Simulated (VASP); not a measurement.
# Ti8O17 (a cell with a defect): single point with r2SCAN

The system is Ti8O17 (a cell with a defect).

```xyz
25
Lattice="4.6435 4.6435 0.0000 -4.6435 4.6435 0.0000 0.0000 0.0000 5.9274" Properties=species:S:1:pos:R:3 pbc="T T T"
Ti   -2.3128    2.1387    0.0511
Ti    2.3272    2.5381    0.0459
Ti    0.3486   -0.0586    1.5132
Ti   -0.3073    4.7115    1.4993
Ti   -2.2512    2.6499    2.9436
Ti    2.2680    1.9951    2.9375
Ti   -0.1912    0.0104    4.4003
Ti    0.2223    4.6655    4.3965
O    -1.1306    2.9489    1.3237
O     3.2038    3.1706    1.4985
O    -0.9277    0.7244    0.0365
O    -0.9538    5.6094    0.0188
O    -3.7023    3.6602    0.0132
O     0.9189    3.9109    0.0403
O     1.1642    1.6810    1.3077
O     1.4494    6.1135    1.5011
O    -1.3523    3.2738    4.4328
O     3.0564    3.2439    4.3944
O    -0.8309    0.8876    2.9430
O    -0.6341    5.8156    3.1267
O    -4.0104    3.4593    3.1155
O     0.8408    3.7626    2.9466
O     1.3627    1.3687    4.4240
O     1.6083    6.0319    4.4003
O    -2.3202    4.6413    2.2224
```

- Program: VASP 6.6.1
- Task: single point
- Functional: r2SCAN
- Potentials or basis: VASP PAW PBE potentials, release 64 (Ti_sv, O)
- Cutoff: 580 eV
- k mesh: 1 × 1 × 1, shifted
- Occupations: fermi-dirac, width 0.01 eV
- Spin: no spin polarisation
- Dipole correction: no
- Charge: -2
- Further INCAR settings: ALGO = Normal; EDIFF = 1e-06; NBANDS = 117; NELECT = 200.0

The largest force is 0.260 eV/Å.

Forces in eV/Å, atoms in the order of the input:
```
Ti   0.146 -0.064 -0.063
Ti  -0.053 -0.130 -0.109
Ti  -0.258  0.005 -0.031
Ti  -0.039 -0.128  0.104
Ti  -0.013 -0.062 -0.056
Ti   0.066  0.118 -0.056
Ti   0.023 -0.203  0.052
Ti  -0.203 -0.014 -0.011
O   -0.194  0.098  0.010
O    0.042 -0.023  0.071
O    0.068  0.043 -0.028
O    0.096  0.060 -0.064
O    0.096  0.052  0.012
O    0.102  0.026  0.026
O   -0.024  0.073  0.061
O   -0.032  0.081 -0.057
O   -0.018 -0.012  0.018
O   -0.008  0.062  0.054
O    0.069 -0.028 -0.033
O    0.069 -0.003 -0.061
O    0.045  0.142  0.066
O    0.044 -0.061 -0.031
O   -0.081 -0.026  0.071
O   -0.008  0.084  0.080
O    0.065 -0.090 -0.022
```

Levels at points of the mesh, in eV from the Fermi level:
```
           k point  band 98  band 99  band 100  band 101  band 102  band 103
(0.25, 0.25, 0.25)    -0.53    -0.45     -0.28      2.41      2.71      2.87
```

It took 28 min on 1 thread of Intel Xeon 8259CL, on a shared host, peak memory 0.44 GiB.

Caveat: the cell carries a net charge on a neutralising background, which shifts energy and pressure; the cell is charged against a uniform background, so pressure and absolute levels hang on convention; the PAW data sets were made with another functional, which shifts forces and pressure a little.
